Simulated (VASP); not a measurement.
# Cu (I4/mmm) in VASP: a series of runs, part 2 of 2

VASP 6.6.1. The steps go on from the part before.

### Step 4. Single point, PBEsol (strain -0.015 along x and y, -0.030 along z)

The input, INCAR:

```
PREC = Accurate ; ENCUT = 520
EDIFF = 1E-7 ; ISMEAR = 0
SIGMA = 0.15 ; LREAL = False
LASPH = True ; NELM = 100
ALGO = Normal ; ISIF = 2
LWAVE = False ; LCHARG = False
GGA = PS ; NBANDS = 12
```

The input, KPOINTS:

```
Automatic mesh
0
Gamma
  24 24 24
```

The input, POSCAR:

```
Cu
1.0
   -1.4211514202      1.4211514202      1.3347990065
    1.4211514202     -1.4211514202      1.3347990065
    1.4211514202      1.4211514202     -1.3347990065
Cu
1
Direct
    0.0000000000      0.0000000000      0.0000000000
```

Potentials or basis: VASP PAW PBE potentials, release 64 (Cu).

Started as:

```bash
$ cat potpaw_PBE.64/Cu/POTCAR > POTCAR
$ mpirun -np 1 vasp_std > vasp.out
```

OUTCAR:

```text
PREC = Accurate
   ENCUT = 520
   EDIFF = 1E-7
   ISMEAR = 0
   LREAL = False
   LASPH = True
   NELM = 100
   ISIF = 2
   GGA = PS

 ion  position               nearest neighbor table
   1  0.000  0.000  0.000-

  LATTYP: Found a body centered tetragonal cell.
 ALAT       =     2.8423028404
 C/A-ratio  =     0.9392377107

  Lattice vectors:

 A1 = (  -1.4211514202,   1.4211514202,   1.3347990065)
 A2 = (   1.4211514202,  -1.4211514202,   1.3347990065)
 A3 = (   1.4211514202,   1.4211514202,  -1.3347990065)

Analysis of symmetry for initial positions (statically):
=====================================================================
 Subroutine PRICEL returns:
 Original cell was already a primitive cell.

 Routine SETGRP: Setting up the symmetry group for a
 body centered tetragonal supercell.

 Subroutine GETGRP returns: Found 16 space group operations
 (whereof 16 operations were pure point group operations)
 out of a pool of 16 trial point group operations.

The static configuration has the point symmetry D_4h.

Analysis of symmetry for dynamics (positions and initial velocities):
=====================================================================
 Subroutine PRICEL returns:
 Original cell was already a primitive cell.

 Routine SETGRP: Setting up the symmetry group for a
 body centered tetragonal supercell.

 Subroutine GETGRP returns: Found 16 space group operations
 (whereof 16 operations were pure point group operations)
 out of a pool of 16 trial point group operations.

The dynamic configuration has the point symmetry D_4h.

 Subroutine INISYM returns: Found 16 space group operations
 (whereof 16 operations are pure point group operations),
 and found     1 'primitive' translations

----------------------------------------------------------------------------------------

[... 109 lines left out ...]
     AMIX     =   0.40;   BMIX     =  1.00
     AMIX_MAG =   1.60;   BMIX_MAG =  1.00
  volume/ion in A,a.u.               =      10.78        72.77
  Fermi-wavevector in a.u.,A,eV,Ry     =   1.647986  3.114242 36.951492  2.715858
  Thomas-Fermi vector in A             =   2.737352
   LORBIT       =      0    0 simple, 1 ext, 2 COOP (PROOUT), +10 PAW based schemes
   GGA     = PS    functional components
   LHFCALC =     F    Hartree Fock is set to
   AEXX    =    0.0000 exact exchange contribution
   IVDW    =     0    specifies the selected vdW correction
   LEPSILON=     F    determine dielectric tensor
   LRPA    =     F    only Hartree local field effects (RPA)
 non-spin polarized calculation
 Gauss-broadening in eV      SIGMA  =   0.15
  energy-cutoff  :      520.00
  volume of cell :       10.78
 maximum number of plane-waves:       305
 NGX is ok and might be reduce to    18
   NGX =  9   NGY =  9   NGZ =  9

 number of electron      10.9999997 magnetization

 Free energy of the ion-electron system (eV)
  ---------------------------------------------------
  ext. energy  EPLUGINS =         0.00000000
  ---------------------------------------------------
  free energy    TOTEN  =        -4.25176207 eV

  energy without entropy =       -4.24767835  energy(sigma->0) =       -4.24972021

 E-fermi :   8.5896     XC(G=0): -13.4490

 val. band max:        8.5831280795   @ k =   0.4583   0.0417   0.0417
 cond. band min:       8.5952331468   @ k =   0.5000   0.2500   0.1250
 fundamental gap:      0.0121050672
 Fermi energy:         8.5895949568

 k-point     1 :       0.0000    0.0000    0.0000
  band No.  band energies     occupation
      1      -1.5212      2.00000
      2       4.9905      2.00000
      3       5.2795      2.00000
      4       5.2795      2.00000
      5       6.1623      2.00000
      6       6.4703      2.00000
      7      33.8333      0.00000
      8      33.8333      0.00000
      9      35.5808      0.00000
     10      38.3041      0.00000
     11      38.6063      0.00000
     12      38.8734      0.00000
[... 331 lines left out ...]
 k-point    24 :       0.4583    0.0417   -0.0000
  band No.  band energies     occupation
      1       3.0295      2.00000
      2       4.2504      2.00000
      3       6.2665      2.00000
      4       6.5429      2.00000
      5       6.9938      2.00000
      6       8.1240      1.99999
      7      13.8222      0.00000
      8      25.7296      0.00000
      9      26.4986      0.00000
     10      31.0417      0.00000
     11      34.3839      0.00000
     12      43.1704      0.00000

 [... further k-points ...]
[... 5 lines left out ...]
  --------------------------------------------------------------------------------------
  -------------------------------------------------------------------------------------
  Total        0.7010482      0.7010482      0.7329600      0.0000000     -0.0000000      0.0000000
  in kB      104.1602268    104.1602268    108.9015997      0.0000000     -0.0000000      0.0000000
  external PRESSURE =     105.7406844 kB  Pullay stress =       0.0000000 kB

 VOLUME and BASIS-vectors are now :
 -----------------------------------------------------------------------------
  energy-cutoff  :      520.00
  volume of cell :       10.78
      direct lattice vectors                 reciprocal lattice vectors
    -1.421151420  1.421151420  1.334799006     0.000000000  0.351827394  0.374588232
     1.421151420 -1.421151420  1.334799006     0.351827394  0.000000000  0.374588232
     1.421151420  1.421151420 -1.334799006     0.351827394  0.351827394  0.000000000

 POSITION                                       TOTAL-FORCE (eV/Angst)
 -----------------------------------------------------------------------------------
      0.00000      0.00000      0.00000        -0.000000      0.000000      0.000000
 -----------------------------------------------------------------------------------
    total drift:                                0.000000      0.000000      0.000000

  FREE ENERGIE OF THE ION-ELECTRON SYSTEM (eV)
  ---------------------------------------------------
  free  energy   TOTEN  =        -4.2517620707 eV

  energy  without entropy=       -4.2476783545  energy(sigma->0) =       -4.24972021
```

OSZICAR:

```text
N       E                     dE             d eps       ncg     rms          rms(c)
DAV:   1     0.410202767754E+02    0.41020E+02   -0.53888E+03 28804   0.158E+03
DAV:   2    -0.404797932894E+01   -0.45068E+02   -0.41579E+02 26428   0.206E+02
DAV:   3    -0.534805830071E+01   -0.13001E+01   -0.12919E+01 29344   0.397E+01
DAV:   4    -0.535541188993E+01   -0.73536E-02   -0.73526E-02 28716   0.265E+00
DAV:   5    -0.535547533362E+01   -0.63444E-04   -0.63443E-04 29644   0.250E-01    0.834E+00
DAV:   6    -0.461286280782E+01    0.74261E+00   -0.15083E+01 29628   0.762E+01    0.368E+00
DAV:   7    -0.426983649516E+01    0.34303E+00   -0.21738E+00 29952   0.286E+01    0.715E-01
DAV:   8    -0.425252718608E+01    0.17309E-01   -0.91798E-03 34464   0.948E-01    0.196E-01
DAV:   9    -0.425175091977E+01    0.77627E-03   -0.34694E-03 33324   0.991E-01    0.197E-02
DAV:  10    -0.425176186886E+01   -0.10949E-04   -0.29682E-05 32900   0.810E-02    0.525E-03
DAV:  11    -0.425176202906E+01   -0.16019E-06   -0.43484E-07 31120   0.126E-02    0.424E-04
DAV:  12    -0.425176207073E+01   -0.41672E-07   -0.21292E-08 15836   0.173E-03
   1 F= -.42517621E+01 E0= -.42497202E+01  d E =-.408372E-02
```

Wall time 41 s (1 thread of Intel Xeon 6975P-C (Granite Rapids), shared host); peak memory 0.23 GiB.

Results:

| Item | Value |
| --- | --- |
| Free energy | -4.2518 eV |
| Pressure | 10.6 GPa |

Stress tensor (GPa, compression positive):
```
10.42  0.00  0.00
 0.00 10.42  0.00
 0.00  0.00 10.89
```

Levels at points of the mesh, in eV from the Fermi level:
```
           k point  band 3  band 4  band 5  band 6  band 7  band 8  band 9  band 10
(0.00, 0.00, 0.00)   -3.31   -3.31   -2.43   -2.12   25.24   25.24   26.99    29.71
(0.50, 0.00, 0.00)   -2.29   -1.99   -1.41   -0.69    5.10   17.70   18.04    21.98
(0.50, 0.50, 0.00)   -2.51   -2.20   -1.44   -1.20    4.37   19.38   20.04    23.57
(0.50, 0.50, 0.50)   -1.63   -1.63   -1.56    7.74    7.74   10.30   13.64    14.50
```

Caveat: the cell differs from its parent crystal (strain -0.015 along x and y, -0.030 along z); the PAW data sets were made with another functional, which shifts forces and pressure a little.

### Step 5. Single point, PBEsol (strain -0.030 along x and y, +0.015 along z)

The input, INCAR:

```
SYSTEM = Cu
PREC = Accurate
ENCUT = 520
EDIFF = 1E-7
ISMEAR = 0
SIGMA = 0.15
LREAL = .FALSE.
LASPH = .TRUE.
NELM = 60
ALGO = Normal
ISIF = 2
LWAVE = .FALSE.
LCHARG = .FALSE.
GGA = PS
NBANDS = 12
```

The input, KPOINTS:

```
Automatic mesh
0
G
  24 24 24
  0 0 0
```

The input, POSCAR:

```
Cu
1.0
   -1.3995095204      1.3995095204      1.3967226717
    1.3995095204     -1.3995095204      1.3967226717
    1.3995095204      1.3995095204     -1.3967226717
Cu
1
Direct
    0.0000000000      0.0000000000      0.0000000000
```

Started as:

```bash
$ cat potpaw_PBE.64/Cu/POTCAR > POTCAR
$ mpirun -np 1 vasp_std > vasp.out
```

Wall time 41 s (1 thread of Intel Xeon 6975P-C (Granite Rapids), shared host); peak memory 0.24 GiB.

Results (log left out):

```
Free energy : -4.2610 eV
Pressure    : 7.4 GPa
```

Levels at points of the mesh, in eV from the Fermi level:
| k point | band 4 | band 5 | band 6 | band 7 | band 8 | band 9 |
| --- | --- | --- | --- | --- | --- | --- |
| (0.00, 0.00, 0.00) | -3.36 | -2.23 | -2.22 | 25.76 | 25.76 | 25.81 |
| (0.50, 0.00, 0.00) | -2.09 | -1.40 | -0.82 | 4.76 | 18.08 | 18.44 |
| (0.50, 0.50, 0.00) | -2.10 | -1.40 | -0.84 | 4.74 | 18.13 | 18.50 |
| (0.50, 0.50, 0.50) | -1.59 | -1.59 | 8.47 | 8.47 | 8.55 | 14.15 |

Caveat: the cell differs from its parent crystal (strain -0.030 along x and y, +0.015 along z); the PAW data sets were made with another functional, which shifts forces and pressure a little.

### Step 6. Overview

```csv
cell,gap on the mesh (eV),pressure (GPa)
"a = 2.399 Å, angles 108.6, 108.6, 111.2°, 1 atom",none,13.9
"a = 2.411 Å, angles 109.0, 109.0, 110.4°, 1 atom",none,10.5
"a = 2.413 Å, angles 107.8, 107.8, 112.8°, 1 atom",none,10.6
"a = 2.422 Å, angles 109.4, 109.4, 109.6°, 1 atom",none,7.4
```

Alike in all rows: task single point; level PBEsol; potentials or basis VASP PAW PBE potentials, release 64 (Cu); no spin polarisation; k mesh 24 × 24 × 24; cutoff (eV) 520; smearing gaussian 0.15 eV.

Caveats: the PAW data sets were made with another functional, which shifts forces and pressure a little.

Total energies depend on the potentials used, so only differences within one code and one set of settings carry meaning.
